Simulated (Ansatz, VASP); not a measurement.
CuI in VASP and in Ansatz

```xyz
6
Lattice="4.2978 0.0000 0.0000 0.0000 6.0780 0.0000 0.0000 0.0000 19.2978" Properties=species:S:1:pos:R:3 pbc="T T T"
Cu    0.0000    4.0977    8.3412
Cu    2.1489    2.0252    9.6489
Cu    0.0000    4.0977   10.9566
I     2.1489    3.1242    7.3130
I     0.0000    0.2453    9.6489
I     2.1489    3.1243   11.9849
```

Alike in both runs: functional PBE; k mesh 6 × 5 × 1; occupations gaussian, width 0.05 eV; no spin polarisation.

Ansatz relaxed the structure, and its values are those at the end. VASP's run is a single point on that final structure, the one shown.

```csv
,VASP,Ansatz
version,VASP 6.6.1,Ansatz 0.2.0
potentials or method,"VASP PAW PBE potentials, release 64 (Cu, I), cutoff 520 eV","scalar-relativistic, plane waves, PAW"
valence electrons in the cell,54,108
```

|  | VASP | Ansatz | Ansatz less VASP |
| --- | --- | --- | --- |
| gap on the k mesh at the Fermi level (eV) | 1.13 | 1.11 | -0.015 |
| least direct gap on the mesh (eV) | 1.68 | 1.66 | -0.020 |
| rms of the force components (eV/Å) | 0.005 | 0.007 | +0.0015 |

VASP's potentials hold 54 valence electrons a cell and Ansatz's 108, so a difference there can come from the potentials and not from the codes. Ansatz's warnings: xc potential rough in thin density.

Neither program's run includes spin-orbit coupling.
